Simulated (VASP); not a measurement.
Input of a VASP 6.6.1 run:

INCAR

```
SYSTEM = GaSb
PREC = Accurate
ENCUT = 520
EDIFF = 1E-7
ISMEAR = 0
SIGMA = 0.15
LREAL = .FALSE.
LASPH = .TRUE.
NELM = 60
ALGO = Normal
ISIF = 2
LWAVE = .FALSE.
LCHARG = .FALSE.
GGA = CA
NBANDS = 16
```

File KPOINTS:

```
regular mesh
0
G
  16 16 16
  0 0 0
```

The input POSCAR:

```
GaSb
1.0
   -2.7800000000      2.7800000000      1.4617000000
    2.7800000000     -2.7800000000      1.4617000000
    2.7800000000      2.7800000000     -1.4617000000
Ga Sb
1 1
Direct
    0.2500000000      0.7500000000      0.5000000000
    0.0000000000      0.0000000000      0.0000000000
```

Potentials or basis: VASP PAW LDA potentials, release 64 (Ga_d, Sb).

The run is started by

```console
$ cat potpaw_LDA.64/Ga_d/POTCAR potpaw_LDA.64/Sb/POTCAR > POTCAR
$ mpirun -np 1 vasp_std > vasp.out
```

(1) Estimate the pressure.

(2) What does it give for the band gap on the k mesh?

Answers

(1) -0.5 GPa.

(2) zero (band 9 reaches 8.66 eV, above the bottom of band 10 at 4.20 eV).

Caveat: spin-orbit coupling is left out, which moves the levels of the heavy elements.
